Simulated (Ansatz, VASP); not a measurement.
**PbS in VASP and in Ansatz**

```
Pb S
1.0
     0.00000    2.96800    2.96800
     2.96800    0.00000    2.96800
     2.96800    2.96800    0.00000
Pb S
1 1
Direct
  0.00000 0.00000 0.00000
  0.50000 0.50000 0.50000
```

Alike in both runs: task single point; functional PBEsol; k mesh 10 × 10 × 10; no spin polarisation.

```csv
,VASP,Ansatz
version,VASP 6.6.1,Ansatz 0.2.0
potentials or method,"VASP PAW PBE potentials, release 64 (Pb_d, S), cutoff 520 eV","scalar-relativistic, plane waves, PAW"
occupations,"gaussian, width 0.01 eV",fixed
valence electrons in the cell,20,20
```

```tsv
	VASP	Ansatz	Ansatz less VASP
gap on the k mesh at the Fermi level (eV)	0.26	0.26	+0.002
least direct gap on the mesh (eV)	0.26	0.26	+0.002
```

VASP's potentials were made for PBE, not for PBEsol, and Ansatz warns of the same on its side.

Neither program's run includes spin-orbit coupling.
